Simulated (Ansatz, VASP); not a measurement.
# BeCdS4: VASP beside Ansatz

```
CELL_PARAMETERS angstrom
3.70637 -3.64936 -0.00919
3.70637 3.64936 -0.00919
-2.24168 0.00000 4.62356
ATOMIC_POSITIONS crystal
Be 0.62908 0.37092 0.00000
Cd 0.97731 0.02269 0.50000
S 0.03052 0.42792 0.31227
S 0.27449 0.23103 0.05029
S 0.76897 0.72551 0.94971
S 0.57208 0.96948 0.68773
```

Change from the starting cell: species swapped into the VBiO4 type (C2, No. 5).

Alike in both runs: functional PBE; k mesh 6 × 6 × 6; occupations gaussian, width 0.02 eV; no spin polarisation.

Ansatz relaxed the structure, and its values are those at the end. VASP's run is a single point on that final structure, the one shown.

|  | VASP | Ansatz |
| --- | --- | --- |
| version | VASP 6.6.1 | Ansatz 0.2.0 |
| potentials or method | VASP PAW PBE potentials, release 64 (Be, Cd, S), cutoff 520 eV | scalar-relativistic, plane waves, PAW |
| valence electrons in the cell | 38 | 46 |

Ansatz gave:

| Item | Value |
| --- | --- |
| gap on the k mesh at the Fermi level (eV) | 1.26 |
| least direct gap on the mesh (eV) | 1.72 |
| pressure (GPa) | 0.0 |
| rms of the force components (eV/Å) | 0.005 |

Problem. Which values does VASP return?

Solution. gap on the k mesh at the Fermi level (eV): 1.27; least direct gap on the mesh (eV): 1.73; pressure (GPa): 0.0; rms of the force components (eV/Å): 0.045.

VASP's potentials hold 38 valence electrons a cell and Ansatz's 46, so a difference there can come from the potentials and not from the codes.
